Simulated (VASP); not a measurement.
Write the native input for VASP 6.6.1 that does the following.

| Property | Result |
| --- | --- |
| Task | single point |
| Functional | PBE |
| Potentials or basis | VASP PAW PBE potentials, release 64 (Ga_d, As) |
| Cutoff | 520 eV |
| k mesh | 11 × 11 × 11 |
| Occupations | fermi-dirac, width 0.05 eV |
| Spin | no spin polarisation |
| Dipole correction | no |
| Further INCAR settings | ALGO = Normal; EDIFF = 1e-06; NBANDS = 16 |

The structure of GaAs lies in POSCAR:

```
GaAs
1.0
    0.0000000000      2.8173955816      2.8173955816
    2.8173955816      0.0000000000      2.8173955816
    2.8173955816      2.8173955816      0.0000000000
Ga As
1 1
Direct
    0.0000000000      0.0000000000      0.0000000000
    0.7500000000      0.7500000000      0.7500000000
```

These files were run (other wordings do the same):

INCAR

```
  PREC = Accurate
  ENCUT = 520
  EDIFF = 1E-6
  ISMEAR = -1
  SIGMA = 0.05
  LREAL = False
  LASPH = True
  NELM = 80
  ALGO = Normal
  ISIF = 2
  LWAVE = False
  LCHARG = False
  GGA = PE
  NBANDS = 16
```

KPOINTS

```
regular mesh
0
Gamma
  11 11 11
```

Potentials or basis: VASP PAW PBE potentials, release 64 (Ga_d, As).

Run with:

```bash
$ cat potpaw_PBE.64/Ga_d/POTCAR potpaw_PBE.64/As/POTCAR > POTCAR
$ mpirun -np 1 vasp_std > vasp.out
```

Results of the run:

- Pressure: 4.3 GPa
- Band gap on the k mesh: 0.60 eV

Caveat: the cell stands under pressure; an odd mesh through Γ misses points on the zone boundary, where band edges can lie.

Run time: 23 s on 1 thread of AMD EPYC 7R13 Processor (Zen 3), on a shared host, peak memory 0.16 GiB.
